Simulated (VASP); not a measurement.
Runs of VASP 6.6.1 on Si3N4. The structure is that of space group P6_3/m (No. 176), or close to it. The cells are those of the table. 

```csv
task,cell,k mesh,cutoff (eV),smearing,gap on the mesh (eV),pressure (GPa),largest force (eV/Å)
single point,"a = 7.619, b = 7.619, c = 2.911 Å, angles 90.0, 90.0, 120.0°, 14 atoms",3 × 3 × 8,520,gaussian 0.1 eV,4.32,-0.3,0.01
relaxation of cell and atoms,"relaxed from a = 7.609, b = 7.609, c = 2.908 Å, angles 90.0, 90.0, 120.0°, 14 atoms",3 × 3 × 8,600,gaussian 0.1 eV,(a),-0.2,0.03
single point,"a = 7.609, b = 7.609, c = 2.908 Å, angles 90.0, 90.0, 120.0°, 14 atoms",3 × 3 × 6,520,gaussian 0.1 eV,(b),2.1,1.77
single point,"a = 7.619, b = 7.619, c = 2.911 Å, angles 90.0, 90.0, 120.0°, 14 atoms",6 × 6 × 8,520,gaussian 0.02 eV,4.32,-0.3,-
```

Alike in all rows: level PBE+D3(BJ); potentials or basis VASP PAW PBE potentials, release 64 (Si, N); no spin polarisation.

Problem. Fill in the values left out.

Solution. (a) 4.33; (b) 4.29.

Caveats: the relaxation stopped at a loose force limit of 0.05 eV/Å, so its end isn't a converged minimum (some runs); forces of over 1 eV/Å act on the atoms, so gaps and moduli don't describe the material at rest (some runs).

A k mesh can miss the band edges.
